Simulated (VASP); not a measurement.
Zr2C3: single point with PBE

The system is Zr2C3.

```xyz
5
Lattice="3.8310 0.0000 0.0000 0.0000 3.8310 0.0000 0.0000 0.0000 5.4179" Properties=species:S:1:pos:R:3 pbc="T T T"
Zr    1.9155    0.0000    4.0634
Zr    0.0000    1.9155    1.3545
C     0.0000    0.0000    0.0000
C     1.9155    1.9155    2.7089
C     0.0000    0.0000    2.7089
```

```
Program             : VASP 6.6.1
Task                : single point
Functional          : PBE
Potentials or basis : VASP PAW PBE potentials, release 64 (Zr_sv, C)
Cutoff              : 600 eV
k mesh              : 4 × 4 × 4
Occupations         : gaussian, width 0.1 eV
Spin                : no spin polarisation
```

| Property | Result |
| --- | --- |
| Pressure | -13.2 GPa |
| Largest force | 0.971 eV/Å |
| Band gap on the k mesh | zero (band 18 reaches 6.82 eV, above the bottom of band 19 at 5.80 eV) |

Forces in eV/Å, atoms in the order of the input:
```
Zr   0.000  0.000 -0.971
Zr   0.000  0.000  0.971
C    0.000  0.000  0.000
C    0.000  0.000  0.000
C    0.000  0.000  0.000
```

Stress tensor (GPa, compression positive):
```
-13.02   0.00   0.00
  0.00 -13.02   0.00
  0.00   0.00 -13.46
```

Levels at points of the mesh, in eV from the Fermi level:
```tsv
k point	band 14	band 15	band 16	band 17	band 18	band 19	band 20	band 21	band 22	band 23
(0.00, 0.00, 0.00)	-3.66	-2.85	-1.09	-1.09	0.69	0.69	1.10	2.06	2.06	2.36
(0.50, 0.00, 0.00)	-2.52	-2.45	-1.94	-1.45	-0.74	-0.12	1.24	1.68	2.30	2.69
(0.50, 0.50, 0.00)	-2.07	-1.12	-1.12	-0.86	-0.04	0.14	0.84	0.84	3.04	3.04
(0.00, 0.00, 0.50)	-3.36	-1.96	-1.85	-1.85	-1.74	1.72	1.72	2.00	2.52	2.65
(0.50, 0.00, 0.50)	-2.85	-2.46	-2.14	-0.42	-0.30	-0.11	0.17	2.54	2.62	2.63
(0.50, 0.50, 0.50)	-2.39	-2.39	-1.20	-0.92	-0.81	0.00	0.80	0.80	3.21	3.21
```

Run time: 34 s on 1 thread of Intel(R) Xeon(R) Platinum 8488C (Sapphire Rapids), with other jobs on the host, peak memory 0.22 GiB.

Caveat: the k points lie up to 0.41 Å⁻¹ apart.
